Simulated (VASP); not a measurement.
# SiAgRu3 (Pm-3m) in VASP: notebook

SiAgRu3 is run at these levels: PBE; tasks: single point, relaxation of cell and atoms.

All numbers are computed with VASP 6.6.1; they aren't measurements. Logs are shortened: lines on timing, memory, paths and dates and some standing lists are left out, and cuts for length are marked.

### Step 1. The cell of the first run

Symmetry: Pm-3m, No. 221, cubic system. The conventional cell has a = 4.399 Å, b = 4.399 Å, c = 4.399 Å, α = 90.00°, β = 90.00°, γ = 90.00°. Si (site symmetry m-3m) has 6 Ru at 2.20 Å within 2.9 Å. Within 4.1 Å of Ag (site symmetry m-3m) lie 12 Ru at 3.11 Å and 8 Si at 3.81 Å. Ru (site symmetry 4/mmm) has 2 Si at 2.20 Å within 2.9 Å.

### Step 2. Single point, PBE

File INCAR:

```
PREC     = Accurate       # precision mode
ENCUT    = 520            # plane-wave cutoff, eV
EDIFF    = 1E-6           # SCF threshold, eV
ISMEAR   = 0              # smearing method
SIGMA    = 0.1            # smearing width, eV
LREAL    = False          # projectors in reciprocal space
LASPH    = True           # aspherical terms in the spheres
NELM     = 100            # most SCF steps
ALGO     = Fast           # electronic algorithm
ISIF     = 2              # what is computed and relaxed
LWAVE    = False          # write WAVECAR
LCHARG   = True           # write CHGCAR
GGA      = PE             # functional
LELF     = True           # ELF
LVHAR    = True         
NBANDS   = 36             # bands
```

File KPOINTS:

```
Automatic mesh
0
Gamma
  4 4 4
```

File POSCAR:

```
SiAgRu3
1.0
    4.3988594913      0.0000000000      0.0000000000
    0.0000000000      4.3988594913      0.0000000000
    0.0000000000      0.0000000000      4.3988594913
Si Ag Ru
1 1 3
Direct
    0.5000000000      0.5000000000      0.5000000000
    0.0000000000      0.0000000000      0.0000000000
    0.0000000000      0.5000000000      0.5000000000
    0.5000000000      0.0000000000      0.5000000000
    0.5000000000      0.5000000000      0.0000000000
```

Potentials or basis: VASP PAW PBE potentials, release 64 (Si, Ag, Ru_pv).

The run is started by

```sh
> cat potpaw_PBE.64/Si/POTCAR potpaw_PBE.64/Ag/POTCAR potpaw_PBE.64/Ru_pv/POTCAR > POTCAR
> mpirun -np 1 vasp_std > vasp.out
```

OUTCAR:

```text
PREC = Accurate
   ENCUT = 520
   EDIFF = 1E-6
   ISMEAR = 0
   LREAL = False
   LASPH = True
   NELM = 100
   ISIF = 2
   GGA = PE

 ion  position               nearest neighbor table
   1  0.500  0.500  0.500-   3 2.20   4 2.20   5 2.20   5 2.20   4 2.20   3 2.20
   2  0.000  0.000  0.000-   3 3.11   4 3.11   5 3.11   3 3.11   4 3.11   3 3.11   5 3.11   3 3.11
                             4 3.11   5 3.11   4 3.11   5 3.11
   3  0.000  0.500  0.500-   1 2.20   1 2.20   4 3.11   5 3.11   2 3.11   5 3.11   2 3.11   4 3.11
                             2 3.11   2 3.11   4 3.11   5 3.11   5 3.11   4 3.11
   4  0.500  0.000  0.500-   1 2.20   1 2.20   3 3.11   5 3.11   2 3.11   5 3.11   2 3.11   3 3.11
                             5 3.11   5 3.11   2 3.11   3 3.11   2 3.11   3 3.11
   5  0.500  0.500  0.000-   1 2.20   1 2.20   3 3.11   4 3.11   2 3.11   3 3.11   4 3.11   2 3.11
                             4 3.11   4 3.11   2 3.11   3 3.11   3 3.11   2 3.11

  LATTYP: Found a simple cubic cell.
 ALAT       =     4.3988594913

  Lattice vectors:

 A1 = (   4.3988594913,   0.0000000000,   0.0000000000)
 A2 = (   0.0000000000,   4.3988594913,   0.0000000000)
 A3 = (   0.0000000000,   0.0000000000,   4.3988594913)

Analysis of symmetry for initial positions (statically):
=====================================================================
 Subroutine PRICEL returns:
 Original cell was already a primitive cell.

 Routine SETGRP: Setting up the symmetry group for a
 simple cubic supercell.

 Subroutine GETGRP returns: Found 48 space group operations
 (whereof 48 operations were pure point group operations)
 out of a pool of 48 trial point group operations.

The static configuration has the point symmetry O_h .

Analysis of symmetry for dynamics (positions and initial velocities):
=====================================================================
 Subroutine PRICEL returns:
 Original cell was already a primitive cell.

 Routine SETGRP: Setting up the symmetry group for a
 simple cubic supercell.

 Subroutine GETGRP returns: Found 48 space group operations
 (whereof 48 operations were pure point group operations)
 out of a pool of 48 trial point group operations.

The dynamic configuration has the point symmetry O_h .

 Subroutine INISYM returns: Found 48 space group operations
 (whereof 48 operations are pure point group operations),
 and found     1 'primitive' translations

----------------------------------------------------------------------------------------

                                     Primitive cell

  volume of cell :      85.1178

  direct lattice vectors                    reciprocal lattice vectors
     4.398859491  0.000000000  0.000000000     0.227331653  0.000000000  0.000000000
     0.000000000  4.398859491  0.000000000     0.000000000  0.227331653  0.000000000
     0.000000000  0.000000000  4.398859491     0.000000000  0.000000000  0.227331653

  length of vectors
     4.398859491  4.398859491  4.398859491     0.227331653  0.227331653  0.227331653

  position of ions in fractional coordinates (direct lattice)
     0.500000000  0.500000000  0.500000000
     0.000000000  0.000000000  0.000000000
     0.000000000  0.500000000  0.500000000
     0.500000000  0.000000000  0.500000000
     0.500000000  0.500000000  0.000000000

  ion indices of the primitive-cell ions
   primitive index   ion index
                 1           1
                 2           2
                 3           3
                 4           4
                 5           5

----------------------------------------------------------------------------------------

 KPOINTS: Automatic mesh

Automatic generation of k-mesh.
 Grid dimensions read from file:
 generate k-points for:    4    4    4

 Generating k-lattice:

  Cartesian coordinates                     Fractional coordinates (reciprocal lattice)
     0.056832913  0.000000000  0.000000000     0.250000000  0.000000000  0.000000000
     0.000000000  0.056832913  0.000000000     0.000000000  0.250000000  0.000000000
     0.000000000  0.000000000  0.056832913     0.000000000  0.000000000  0.250000000

  Length of vectors
     0.056832913  0.056832913  0.056832913

  Shift w.r.t. Gamma in fractional coordinates (k-lattice)
     0.000000000  0.000000000  0.000000000

 Subroutine IBZKPT returns following result:
 ===========================================

 Found     10 irreducible k-points:

 Following reciprocal coordinates:
            Coordinates               Weight
  0.000000  0.000000  0.000000      1.000000
  0.250000  0.000000  0.000000      6.000000
  0.500000  0.000000  0.000000      3.000000
  0.250000  0.250000  0.000000     12.000000
  0.500000  0.250000  0.000000     12.000000
  0.500000  0.500000  0.000000      3.000000
  0.250000  0.250000  0.250000      8.000000
  0.500000  0.250000  0.250000     12.000000
  0.500000  0.500000  0.250000      6.000000
  0.500000  0.500000  0.500000      1.000000
   k-points           NKPTS =     10   k-points in BZ     NKDIM =     10   number of bands    NBANDS=     36
   number of dos      NEDOS =    301   number of ions     NIONS =      5
   total plane-waves  NPLWV =  46656
   dimension x,y,z NGX =    36 NGY =   36 NGZ =   36
   dimension x,y,z NGXF=    72 NGYF=   72 NGZF=   72
   ions per type =               1   1   3
   NGX,Y,Z   is equivalent  to a cutoff of  13.61, 13.61, 13.61 a.u.
   NGXF,Y,Z  is equivalent  to a cutoff of  27.21, 27.21, 27.21 a.u.
 SYSTEM =  unknown system
   PREC   = accura    normal or accurate (medium, high low for compatibility)
   ISTART =      0    job   : 0-new  1-cont  2-samecut
   ICHARG =      2    charge: 1-file 2-atom 10-const
   ISPIN  =      1    spin polarized calculation?
   LNONCOLLINEAR =      F non collinear calculations
   LSORBIT =      F    spin-orbit coupling
   LASPH  =      T    aspherical Exc in radial PAW
   ENCUT  =  520.0 eV  38.22 Ry    6.18 a.u.   8.18  8.18  8.18*2*pi/ulx,y,z
   NELM   =    100;   NELMIN=  2; NELMDL= -5     # of ELM steps
   EDIFF  = 0.1E-05   stopping-criterion for ELM
   LREAL  =      F    real-space projection
   EDIFFG = 0.1E-04   stopping-criterion for IOM
   NSW    =      0    number of steps for IOM
   IBRION =     -1    ionic relax: 0-MD 1-quasi-New 2-CG
   NFREE  =      0    steps in history (QN), initial steepest desc. (CG)
   ISIF   =      2    stress and relaxation
   ISYM   =      2    0-nonsym 1-usesym 2-fastsym
   POTIM  = 0.5000    time-step for ionic-motion
   TEBEG  =    0.0;   TEEND  =   0.0 temperature during run
   PSTRESS=    0.0 pullay stress
   NELECT =      57.0000    total number of electrons
   NUPDOWN=      -1.0000    fix difference up-down
   EMIN   =  10.00;   EMAX   =-10.00  energy-range for DOS
   EFERMI =   0.00;   METHOD = LEGACY
   ISMEAR =     0;   SIGMA  =   0.10  broadening in eV -4-tet -1-fermi 0-gaus
   EFERMI_NEDOS =   21; number of points for ismear=-14 and -15
   IALGO  =     68    algorithm
   IMIX   =      4    mixing-type and parameters
     AMIX     =   0.40;   BMIX     =  1.00
     AMIX_MAG =   1.60;   BMIX_MAG =  1.00
  volume/ion in A,a.u.               =      17.02       114.88
  Fermi-wavevector in a.u.,A,eV,Ry     =   1.432275  2.706607 27.911144  2.051411
  Thomas-Fermi vector in A             =   2.551920
   LORBIT       =      0    0 simple, 1 ext, 2 COOP (PROOUT), +10 PAW based schemes
   GGA     = PE    functional components
   LHFCALC =     F    Hartree Fock is set to
   AEXX    =    0.0000 exact exchange contribution
   IVDW    =     0    specifies the selected vdW correction
   LEPSILON=     F    determine dielectric tensor
   LRPA    =     F    only Hartree local field effects (RPA)
 non-spin polarized calculation
 RMM-DIIS sequential band-by-band and
 Gauss-broadening in eV      SIGMA  =   0.10
  energy-cutoff  :      520.00
  volume of cell :       85.12
 maximum number of plane-waves:      2320
 NGX is ok and might be reduce to    36
   NGX = 17   NGY = 17   NGZ = 17

 number of electron      57.0000012 magnetization

 Free energy of the ion-electron system (eV)
  ---------------------------------------------------
  ext. energy  EPLUGINS =         0.00000000
  ---------------------------------------------------
  free energy    TOTEN  =       -31.57880987 eV

  energy without entropy =      -31.50614809  energy(sigma->0) =      -31.54247898

 E-fermi :   8.0230     XC(G=0): -11.9957

 val. band max:        8.0180225006   @ k =   0.0000   0.0000   0.0000
 cond. band min:       8.0585295365   @ k =   0.5000   0.2500   0.0000
 fundamental gap:      0.0405070359
 Fermi energy:         8.0229665592

 k-point     1 :       0.0000    0.0000    0.0000
  band No.  band energies     occupation
      1     -34.4639      2.00000
      2     -34.4639      2.00000
      3     -34.4639      2.00000
      4     -34.0998      2.00000
      5     -34.0998      2.00000
      6     -34.0998      2.00000
[... 28 lines left out ...]
     35      14.2016      0.00000
     36      14.2025      0.00000

 k-point     2 :       0.2500    0.0000    0.0000
  band No.  band energies     occupation
      1     -34.4587      2.00000
      2     -34.4587      2.00000
      3     -34.4577      2.00000
      4     -34.1114      2.00000
      5     -34.1043      2.00000
      6     -34.1043      2.00000
[... 28 lines left out ...]
     35      14.3758      0.00000
     36      14.5442      0.00000

 k-point     3 :       0.5000    0.0000    0.0000
  band No.  band energies     occupation
      1     -34.4533      2.00000
      2     -34.4533      2.00000
      3     -34.4510      2.00000
      4     -34.1235      2.00000
      5     -34.1099      2.00000
      6     -34.1099      2.00000
[... 28 lines left out ...]
     35      14.2140      0.00000
     36      14.3052      0.00000
[... 196 lines left out ...]
 k-point     9 :       0.5000    0.5000    0.2500
  band No.  band energies     occupation
      1     -34.5839      2.00000
      2     -34.3959      2.00000
      3     -34.3666      2.00000
      4     -34.1782      2.00000
      5     -34.1582      2.00000
      6     -34.1582      2.00000
[... 28 lines left out ...]
     35      13.5336      0.00000
     36      13.5347      0.00000

 k-point    10 :       0.5000    0.5000    0.5000
  band No.  band energies     occupation
      1     -34.6163      2.00000
      2     -34.3665      2.00000
      3     -34.3665      2.00000
      4     -34.1780      2.00000
      5     -34.1780      2.00000
      6     -34.1780      2.00000
[... 28 lines left out ...]
     35      12.0512      0.00000
     36      12.0512      0.00000

------------------------ aborting loop because EDIFF is reached ----------------------------------------

  FORCE on cell =-STRESS in cart. coord.  units (eV):
  Direction    XX          YY          ZZ          XY          YZ          ZX
  --------------------------------------------------------------------------------------
  -------------------------------------------------------------------------------------
  Total        0.0847321      0.0847321      0.0847321      0.0000000      0.0000000     -0.0000000
  in kB        1.5949168      1.5949168      1.5949168      0.0000000      0.0000000     -0.0000000
  external PRESSURE =       1.5949168 kB  Pullay stress =       0.0000000 kB

 VOLUME and BASIS-vectors are now :
 -----------------------------------------------------------------------------
  energy-cutoff  :      520.00
  volume of cell :       85.12
      direct lattice vectors                 reciprocal lattice vectors
     4.398859491  0.000000000  0.000000000     0.227331653  0.000000000  0.000000000
     0.000000000  4.398859491  0.000000000     0.000000000  0.227331653  0.000000000
     0.000000000  0.000000000  4.398859491     0.000000000  0.000000000  0.227331653

 POSITION                                       TOTAL-FORCE (eV/Angst)
 -----------------------------------------------------------------------------------
      2.19943      2.19943      2.19943         0.000000      0.000000      0.000000
      0.00000      0.00000      0.00000         0.000000      0.000000      0.000000
      0.00000      2.19943      2.19943         0.000000      0.000000      0.000000
      2.19943      0.00000      2.19943         0.000000      0.000000      0.000000
      2.19943      2.19943      0.00000         0.000000      0.000000      0.000000
 -----------------------------------------------------------------------------------
    total drift:                                0.000000      0.000000      0.000000

  FREE ENERGIE OF THE ION-ELECTRON SYSTEM (eV)
  ---------------------------------------------------
  free  energy   TOTEN  =       -31.5788098682 eV

  energy  without entropy=      -31.5061480917  energy(sigma->0) =      -31.54247898
```

It took 26 s on 1 thread of Intel Xeon Platinum 8488C (Sapphire Rapids), shared host; peak memory 0.21 GiB.

Results:

| Item | Value |
| --- | --- |
| Free energy | -31.5788 eV |
| Pressure | 0.2 GPa |

(Part 1 of 2 ends here.)
